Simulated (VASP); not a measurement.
# Ir (Fm-3m) in VASP: further runs

Runs on Ir. Level: PBE. Tasks: single point.

All numbers are computed with VASP 6.6.1; they aren't measurements. Logs are shortened: lines on timing, memory, paths and dates and some standing lists are left out, and cuts for length are marked.

**1. The cell of the first run**

Symmetry: Fm-3m, No. 225, cubic system. The conventional cell has a = 3.831 Å, b = 3.831 Å, c = 3.831 Å, α = 90.00°, β = 90.00°, γ = 90.00°. Within 3.6 Å of Ir (site symmetry m-3m) lie 12 Ir at 2.71 Å.

**2. Single point, PBE**

Input file INCAR:

```
SYSTEM = Ir
ALGO = Normal ; EDIFF = 1E-6
ENCUT = 500 ; GGA = PE
GGA_COMPAT = .False. ; ISIF = 2
ISMEAR = -1 ; LASPH = .True.
LCHARG = .True. ; LELF = .True.
LREAL = .False. ; LVHAR = .True.
LWAVE = .False. ; NBANDS = 10
NELM = 120 ; PREC = Accurate
SIGMA = 0.05
```

Input file KPOINTS:

```
k-points
0
Gamma
  8 8 8
  0 0 0
```

Input file POSCAR:

```
Ir
1.0
    0.0000000000      1.9156000000      1.9156000000
    1.9156000000      0.0000000000      1.9156000000
    1.9156000000      1.9156000000      0.0000000000
Ir
1
Direct
    0.0000000000      0.0000000000      0.0000000000
```

Potentials or basis: VASP PAW PBE potentials, release 64 (Ir).

Run with:

```console
$ cat potpaw_PBE.64/Ir/POTCAR > POTCAR
$ mpirun -np 1 vasp_std > vasp.out
```

OUTCAR:

```text
SYSTEM = Ir
   EDIFF = 1E-6
   ENCUT = 500
   GGA = PE
   ISIF = 2
   ISMEAR = -1
   LASPH = .True.
   LREAL = .False.
   NELM = 120
   PREC = Accurate

 ion  position               nearest neighbor table
   1  0.000  0.000  0.000-

  LATTYP: Found a face centered cubic cell.
 ALAT       =     3.8312000000

  Lattice vectors:

 A1 = (   0.0000000000,   1.9156000000,   1.9156000000)
 A2 = (   1.9156000000,   0.0000000000,   1.9156000000)
 A3 = (   1.9156000000,   1.9156000000,   0.0000000000)

Analysis of symmetry for initial positions (statically):
=====================================================================
 Subroutine PRICEL returns:
 Original cell was already a primitive cell.

 Routine SETGRP: Setting up the symmetry group for a
 face centered cubic supercell.

 Subroutine GETGRP returns: Found 48 space group operations
[... 9 lines left out ...]

 Routine SETGRP: Setting up the symmetry group for a
 face centered cubic supercell.

 Subroutine GETGRP returns: Found 48 space group operations
[... 11 lines left out ...]
                                     Primitive cell

  volume of cell :      14.0587

  direct lattice vectors                    reciprocal lattice vectors
     0.000000000  1.915600000  1.915600000    -0.261014826  0.261014826  0.261014826
     1.915600000  0.000000000  1.915600000     0.261014826 -0.261014826  0.261014826
     1.915600000  1.915600000  0.000000000     0.261014826  0.261014826 -0.261014826

  length of vectors
     2.709067500  2.709067500  2.709067500     0.452090940  0.452090940  0.452090940

  position of ions in fractional coordinates (direct lattice)
     0.000000000  0.000000000  0.000000000

  ion indices of the primitive-cell ions
   primitive index   ion index
                 1           1

----------------------------------------------------------------------------------------

 KPOINTS: k-points

Automatic generation of k-mesh.
 Grid dimensions read from file:
 generate k-points for:    8    8    8

 Generating k-lattice:

  Cartesian coordinates                     Fractional coordinates (reciprocal lattice)
    -0.032626853  0.032626853  0.032626853     0.125000000  0.000000000  0.000000000
     0.032626853 -0.032626853  0.032626853     0.000000000  0.125000000  0.000000000
     0.032626853  0.032626853 -0.032626853     0.000000000  0.000000000  0.125000000

  Length of vectors
     0.056511367  0.056511367  0.056511367

  Shift w.r.t. Gamma in fractional coordinates (k-lattice)
     0.000000000  0.000000000  0.000000000

 Subroutine IBZKPT returns following result:
 ===========================================

 Found     29 irreducible k-points:

 Following reciprocal coordinates:
            Coordinates               Weight
  0.000000  0.000000  0.000000      1.000000
  0.125000  0.000000  0.000000      8.000000
  0.250000  0.000000  0.000000      8.000000
  0.375000  0.000000  0.000000      8.000000
  0.500000  0.000000  0.000000      4.000000
  0.125000  0.125000  0.000000      6.000000
[... 16 lines left out ...]
  0.500000  0.250000  0.125000     48.000000
 -0.375000  0.250000  0.125000     24.000000
 [... further k-points ...]
   k-points           NKPTS =     29   k-points in BZ     NKDIM =     29   number of bands    NBANDS=     10
   number of dos      NEDOS =    301   number of ions     NIONS =      1
   total plane-waves  NPLWV =   8000
   dimension x,y,z NGX =    20 NGY =   20 NGZ =   20
   dimension x,y,z NGXF=    40 NGYF=   40 NGZF=   40
   ions per type =               1
   NGX,Y,Z   is equivalent  to a cutoff of  12.27, 12.27, 12.27 a.u.
   NGXF,Y,Z  is equivalent  to a cutoff of  24.55, 24.55, 24.55 a.u.
 SYSTEM =  Ir
   PREC   = accura    normal or accurate (medium, high low for compatibility)
   ISTART =      0    job   : 0-new  1-cont  2-samecut
   ICHARG =      2    charge: 1-file 2-atom 10-const
   ISPIN  =      1    spin polarized calculation?
   LNONCOLLINEAR =      F non collinear calculations
   LSORBIT =      F    spin-orbit coupling
   LASPH  =      T    aspherical Exc in radial PAW
   ENCUT  =  500.0 eV  36.75 Ry    6.06 a.u.   4.94  4.94  4.94*2*pi/ulx,y,z
   NELM   =    120;   NELMIN=  2; NELMDL= -5     # of ELM steps
   EDIFF  = 0.1E-05   stopping-criterion for ELM
   LREAL  =      F    real-space projection
   EDIFFG = 0.1E-04   stopping-criterion for IOM
   NSW    =      0    number of steps for IOM
   IBRION =     -1    ionic relax: 0-MD 1-quasi-New 2-CG
   NFREE  =      0    steps in history (QN), initial steepest desc. (CG)
   ISIF   =      2    stress and relaxation
   ISYM   =      2    0-nonsym 1-usesym 2-fastsym
   POTIM  = 0.5000    time-step for ionic-motion
   TEBEG  =    0.0;   TEEND  =   0.0 temperature during run
   PSTRESS=    0.0 pullay stress
   NELECT =       9.0000    total number of electrons
   NUPDOWN=      -1.0000    fix difference up-down
   EMIN   =  10.00;   EMAX   =-10.00  energy-range for DOS
   EFERMI =   0.00;   METHOD = LEGACY
   ISMEAR =    -1;   SIGMA  =   0.05  broadening in eV -4-tet -1-fermi 0-gaus
   EFERMI_NEDOS =   21; number of points for ismear=-14 and -15
   IALGO  =     38    algorithm
   IMIX   =      4    mixing-type and parameters
     AMIX     =   0.40;   BMIX     =  1.00
     AMIX_MAG =   1.60;   BMIX_MAG =  1.00
  volume/ion in A,a.u.               =      14.06        94.87
  Fermi-wavevector in a.u.,A,eV,Ry     =   1.410937  2.666284 27.085691  1.990742
  Thomas-Fermi vector in A             =   2.532839
   LORBIT       =      0    0 simple, 1 ext, 2 COOP (PROOUT), +10 PAW based schemes
   GGA     = PE    functional components
   LHFCALC =     F    Hartree Fock is set to
   AEXX    =    0.0000 exact exchange contribution
   IVDW    =     0    specifies the selected vdW correction
   LEPSILON=     F    determine dielectric tensor
   LRPA    =     F    only Hartree local field effects (RPA)
 non-spin polarized calculation
  energy-cutoff  :      500.00
  volume of cell :       14.06
 maximum number of plane-waves:       368
   NGX =  9   NGY =  9   NGZ =  9

 number of electron       9.0000000 magnetization

 Free energy of the ion-electron system (eV)
  ---------------------------------------------------
  ext. energy  EPLUGINS =         0.00000000
  ---------------------------------------------------
  free energy    TOTEN  =        -8.76338277 eV

  energy without entropy =       -8.74929142  energy(sigma->0) =       -8.75633709

 E-fermi :  10.5694     XC(G=0): -14.0248

 val. band max:       10.5272759714   @ k =  -0.3750   0.1250   0.0000
 cond. band min:      10.5949622569   @ k =  -0.3750   0.2500   0.0000
 fundamental gap:      0.0676862855
 Fermi energy:        10.5693582639

 k-point     1 :       0.0000    0.0000    0.0000
  band No.  band energies     occupation
      1      -0.6717      2.00000
      2       6.5931      2.00000
      3       6.5931      2.00000
      4       6.5931      2.00000
      5       9.3199      2.00000
      6       9.3199      2.00000
      7      24.8131      0.00000
      8      30.4589      0.00000
      9      30.4589      0.00000
     10      30.4589      0.00000

 k-point     2 :       0.1250    0.0000    0.0000
  band No.  band energies     occupation
      1       0.0046      2.00000
      2       6.2692      2.00000
      3       6.8599      2.00000
      4       6.8599      2.00000
      5       9.1748      2.00000
      6       9.1748      2.00000
      7      25.9264      0.00000
      8      27.8675      0.00000
      9      31.5810      0.00000
     10      31.5810      0.00000

 k-point     3 :       0.2500    0.0000    0.0000
  band No.  band energies     occupation
      1       1.5467      2.00000
      2       6.0796      2.00000
      3       7.0424      2.00000
      4       7.0424      2.00000
      5       9.4996      2.00000
      6       9.4996      2.00000
      7      24.3395      0.00000
      8      27.3132      0.00000
      9      34.3036      0.00000
     10      34.3046      0.00000

 k-point     4 :       0.3750    0.0000    0.0000
  band No.  band energies     occupation
      1       2.3262      2.00000
      2       6.6887      2.00000
      3       6.6887      2.00000
      4       7.8049      2.00000
      5      10.7249      0.08538
      6      10.7249      0.08538
      7      20.5018      0.00000
      8      25.3146      0.00000
      9      32.0454      0.00000
     10      32.0454      0.00000

 k-point     5 :       0.5000    0.0000    0.0000
  band No.  band energies     occupation
      1       2.3464      2.00000
      2       6.4916      2.00000
      3       6.4916      2.00000
      4       9.7418      2.00000
      5      11.4306      0.00000
      6      11.4306      0.00000
      7      17.8495      0.00000
      8      24.3712      0.00000
      9      30.3607      0.00000
     10      30.3607      0.00000

 k-point     6 :       0.1250    0.1250    0.0000
  band No.  band energies     occupation
      1       0.2356      2.00000
      2       5.9316      2.00000
      3       7.1179      2.00000
      4       7.1179      2.00000
      5       8.5600      2.00000
      6       9.5902      2.00000
      7      26.3725      0.00000
      8      28.8625      0.00000
      9      30.6829      0.00000
     10      30.6829      0.00000
[... 183 lines left out ...]
 k-point    21 :       0.5000    0.5000    0.0000
  band No.  band energies     occupation
      1       2.5386      2.00000
      2       3.1038      2.00000
      3      11.4051      0.00000
      4      12.0125      0.00000
      5      12.0125      0.00000
      6      12.2105      0.00000
      7      21.1229      0.00000
      8      22.2571      0.00000
      9      22.2571      0.00000
     10      31.8478      0.00000

 k-point    22 :       0.3750    0.2500    0.1250
  band No.  band energies     occupation
      1       2.9523      2.00000
      2       4.9266      2.00000
      3       6.5078      2.00000
      4       8.6314      2.00000
      5       8.6996      2.00000
      6      11.3200      0.00000
      7      24.8993      0.00000
      8      27.6006      0.00000
      9      29.1582      0.00000
     10      31.1594      0.00000

 k-point    23 :       0.5000    0.2500    0.1250
  band No.  band energies     occupation
      1       3.8143      2.00000
      2       5.4772      2.00000
      3       5.8772      2.00000
      4       8.2341      2.00000
      5      10.3661      1.96628
      6      13.4136      0.00000
      7      20.8275      0.00000
      8      26.0733      0.00000
      9      27.3720      0.00000
     10      32.0534      0.00000

 k-point    24 :      -0.3750    0.2500    0.1250
  band No.  band energies     occupation
      1       3.8341      2.00000
      2       5.2342      2.00000
      3       6.8736      2.00000
      4       7.9136      2.00000
      5      11.1052      0.00004
      6      15.7210      0.00000
      7      17.2441      0.00000
      8      26.3029      0.00000
      9      26.4915      0.00000
     10      30.3871      0.00000

 [... further k-points ...]
[... 5 lines left out ...]
  --------------------------------------------------------------------------------------
  -------------------------------------------------------------------------------------
  Total        1.1998301      1.1998301      1.1998301      0.0000000     -0.0000000      0.0000000
  in kB      136.7369386    136.7369386    136.7369386      0.0000000     -0.0000000      0.0000000
  external PRESSURE =     136.7369386 kB  Pullay stress =       0.0000000 kB

 VOLUME and BASIS-vectors are now :
 -----------------------------------------------------------------------------
  energy-cutoff  :      500.00
  volume of cell :       14.06
      direct lattice vectors                 reciprocal lattice vectors
     0.000000000  1.915600000  1.915600000    -0.261014826  0.261014826  0.261014826
     1.915600000  0.000000000  1.915600000     0.261014826 -0.261014826  0.261014826
     1.915600000  1.915600000  0.000000000     0.261014826  0.261014826 -0.261014826

 POSITION                                       TOTAL-FORCE (eV/Angst)
 -----------------------------------------------------------------------------------
      0.00000      0.00000      0.00000         0.000000     -0.000000     -0.000000
 -----------------------------------------------------------------------------------
    total drift:                               -0.000000     -0.000000     -0.000000

  FREE ENERGIE OF THE ION-ELECTRON SYSTEM (eV)
  ---------------------------------------------------
  free  energy   TOTEN  =        -8.7633827668 eV

  energy  without entropy=       -8.7492914191  energy(sigma->0) =       -8.75633709
```

It took 9.8 s on 1 thread of AMD EPYC 7R13, shared host; peak memory 0.1 GiB.

Results:

```
Free energy : -8.7634 eV
Pressure    : 13.7 GPa
```

Levels at points of the mesh, in eV from the Fermi level:
| k point | band 1 | band 2 | band 3 | band 4 | band 5 | band 6 | band 7 | band 8 | band 9 |
| --- | --- | --- | --- | --- | --- | --- | --- | --- | --- |
| (0.00, 0.00, 0.00) | -11.24 | -3.98 | -3.98 | -3.98 | -1.25 | -1.25 | 14.24 | 19.89 | 19.89 |
| (0.50, 0.00, 0.00) | -8.22 | -4.08 | -4.08 | -0.83 | 0.86 | 0.86 | 7.28 | 13.80 | 19.79 |
| (0.50, 0.50, 0.00) | -8.03 | -7.47 | 0.84 | 1.44 | 1.44 | 1.64 | 10.55 | 11.69 | 11.69 |

Caveat: spin-orbit coupling is left out, which moves the levels of the heavy elements.

**3. Single point, PBE**

Input file INCAR:

```
SYSTEM = Ir
  PREC = Accurate
  ENCUT = 500
  EDIFF = 1E-6
  ISMEAR = -1
  SIGMA = 0.05
  LREAL = .FALSE.
  LASPH = .TRUE.
  NELM = 120
  ALGO = Normal
  ISIF = 2
  LWAVE = .FALSE.
  LCHARG = .TRUE.
  GGA = PE
  LELF = .TRUE.
  LVHAR = .TRUE.
  NBANDS = 10
  GGA_COMPAT = .FALSE.
```

Input file KPOINTS:

```
regular mesh
0
G
  10 10 10
  0 0 0
```

POSCAR is that of step 2.

Potentials or basis: VASP PAW PBE potentials, release 64 (Ir).

Run with:

```console
$ cat potpaw_PBE.64/Ir/POTCAR > POTCAR
$ mpirun -np 1 vasp_std > vasp.out
```

OUTCAR:

```text
SYSTEM = Ir
   PREC = Accurate
   ENCUT = 500
   EDIFF = 1E-6
   ISMEAR = -1
   LREAL = .FALSE.
   LASPH = .TRUE.
   NELM = 120
   ISIF = 2
   GGA = PE

 ion  position               nearest neighbor table
   1  0.000  0.000  0.000-

  LATTYP: Found a face centered cubic cell.
 ALAT       =     3.8312000000

  Lattice vectors:

 A1 = (   0.0000000000,   1.9156000000,   1.9156000000)
 A2 = (   1.9156000000,   0.0000000000,   1.9156000000)
 A3 = (   1.9156000000,   1.9156000000,   0.0000000000)

Analysis of symmetry for initial positions (statically):
=====================================================================
 Subroutine PRICEL returns:
 Original cell was already a primitive cell.

 Routine SETGRP: Setting up the symmetry group for a
 face centered cubic supercell.

 Subroutine GETGRP returns: Found 48 space group operations
[... 9 lines left out ...]

 Routine SETGRP: Setting up the symmetry group for a
 face centered cubic supercell.

 Subroutine GETGRP returns: Found 48 space group operations
[... 11 lines left out ...]
                                     Primitive cell

  volume of cell :      14.0587

[... 132 lines left out ...]

 E-fermi :  10.5899     XC(G=0): -14.0253

 val. band max:       10.5778768097   @ k =  -0.3000   0.3000   0.1000
 cond. band min:      10.5991003875   @ k =  -0.4000   0.5000   0.1000
 fundamental gap:      0.0212235778
 Fermi energy:        10.5899464303

 k-point     1 :       0.0000    0.0000    0.0000
  band No.  band energies     occupation
      1      -0.6715      2.00000
      2       6.5911      2.00000
      3       6.5911      2.00000
      4       6.5911      2.00000
      5       9.3118      2.00000
      6       9.3118      2.00000
      7      24.8230      0.00000
      8      30.4560      0.00000
      9      30.4560      0.00000
     10      30.4560      0.00000
[... 287 lines left out ...]
 k-point    24 :       0.4000    0.3000    0.0000
  band No.  band energies     occupation
      1       3.1424      2.00000
      2       3.8754      2.00000
      3       7.8402      2.00000
      4       9.6515      2.00000
      5      11.3000      0.00000
      6      11.3436      0.00000
      7      23.4224      0.00000
      8      25.6767      0.00000
      9      26.6339      0.00000
     10      31.6103      0.00000

 [... further k-points ...]
[... 5 lines left out ...]
  --------------------------------------------------------------------------------------
  -------------------------------------------------------------------------------------
  Total        1.0742377      1.0742377      1.0742377      0.0000000      0.0000000      0.0000000
  in kB      122.4239827    122.4239827    122.4239827      0.0000000      0.0000000      0.0000000
  external PRESSURE =     122.4239827 kB  Pullay stress =       0.0000000 kB

 VOLUME and BASIS-vectors are now :
 -----------------------------------------------------------------------------
  energy-cutoff  :      500.00
  volume of cell :       14.06
      direct lattice vectors                 reciprocal lattice vectors
     0.000000000  1.915600000  1.915600000    -0.261014826  0.261014826  0.261014826
     1.915600000  0.000000000  1.915600000     0.261014826 -0.261014826  0.261014826
     1.915600000  1.915600000  0.000000000     0.261014826  0.261014826 -0.261014826

 POSITION                                       TOTAL-FORCE (eV/Angst)
 -----------------------------------------------------------------------------------
      0.00000      0.00000      0.00000         0.000000     -0.000000      0.000000
 -----------------------------------------------------------------------------------
    total drift:                               -0.000000     -0.000000     -0.000000

  FREE ENERGIE OF THE ION-ELECTRON SYSTEM (eV)
  ---------------------------------------------------
  free  energy   TOTEN  =        -8.8415583523 eV

  energy  without entropy=       -8.8327799695  energy(sigma->0) =       -8.83716916
```

Run time: 12 s. Hardware: 1 thread of AMD EPYC 7R13, shared host; peak memory 0.1 GiB.

Results:

| Quantity | Value |
| --- | --- |
| Free energy | -8.8416 eV |
| Pressure | 12.2 GPa |

Caveat: spin-orbit coupling is left out, which moves the levels of the heavy elements.
